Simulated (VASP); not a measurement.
Wanted: the native input for a VASP 6.6.1 run.

```
Task                   : single point
Functional             : PBEsol
Potentials or basis    : VASP PAW PBE potentials, release 64 (In_d, Sb)
Cutoff                 : 520 eV
k mesh                 : 14 × 14 × 14
Occupations            : gaussian, width 0.15 eV
Spin                   : no spin polarisation
Dipole correction      : no
Further INCAR settings : ALGO = Normal; EDIFF = 1e-07; NBANDS = 16
```

The structure of InSb lies in POSCAR:

```
InSb
1.0
    0.0000000000      3.0970488738      3.0970488738
    3.0970488738      0.0000000000      3.0970488738
    3.0970488738      3.0970488738      0.0000000000
In Sb
1 1
Direct
    0.0000000000      0.0000000000      0.0000000000
    0.5000000000      0.5000000000      0.5000000000
```

These files were run (other wordings do the same):

INCAR

```
PREC = Accurate
ENCUT = 520
EDIFF = 1E-7
ISMEAR = 0
SIGMA = 0.15
LREAL = F
LASPH = T
NELM = 60
ALGO = Normal
ISIF = 2
LWAVE = F
LCHARG = T
GGA = PS
LELF = T
LVHAR = T
NBANDS = 16
```

KPOINTS

```
Automatic mesh
0
Gamma
  14 14 14
```

Potentials or basis: VASP PAW PBE potentials, release 64 (In_d, Sb).

Run with:

```sh
$ cat potpaw_PBE.64/In_d/POTCAR potpaw_PBE.64/Sb/POTCAR > POTCAR
$ mpirun -np 1 vasp_std > vasp.out
```

It gave:

| Quantity | Value |
| --- | --- |
| Pressure | -3.6 GPa |
| Band gap on the k mesh | zero (bands 9 and 10 overlap by 2.59 eV) |

Caveat: the cell stands under tension; the PAW data sets were made with another functional, which shifts forces and pressure a little; spin-orbit coupling is left out, which moves the levels of the heavy elements.

Wall time 53 s on 1 thread of Intel(R) Xeon(R) 6975P-C (Granite Rapids) (shared host), peak memory 0.26 GiB.
